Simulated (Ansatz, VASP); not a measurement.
## ZnS in VASP and in Ansatz

```
Zn S
1.0
     0.00000    2.70725    2.62603
     2.70725    0.00000    2.62603
     2.70725    2.70725    0.00000
Zn S
1 1
Direct
  0.00000 0.00000 0.00000
  0.25000 0.25000 0.25000
```

Change from the starting cell: z stretched by -3 %, ions relaxed.

Alike in both runs: functional PBE; k mesh 14 × 14 × 14; occupations fermi-dirac, width 0.02 eV; no spin polarisation.

Ansatz relaxed the structure, and its values are those at the end. VASP's run is a single point on that final structure, the one shown.

|  | VASP | Ansatz |
| --- | --- | --- |
| version | VASP 6.6.1 | Ansatz 0.2.0 |
| potentials or method | VASP PAW PBE potentials, release 64 (Zn, S) | plane-wave PAW, scalar-relativistic |
| plane-wave cutoff (eV) | 520 | 420 |
| valence electrons in the cell | 18 | 18 |

|  | VASP | Ansatz | Ansatz less VASP |
| --- | --- | --- | --- |
| gap on the k mesh at the Fermi level (eV) | 2.15 | 2.15 | -0.007 |
| pressure (GPa) | 3.7 | 3.6 | -0.18 |

Ansatz's warnings: stress scf threshold loose.
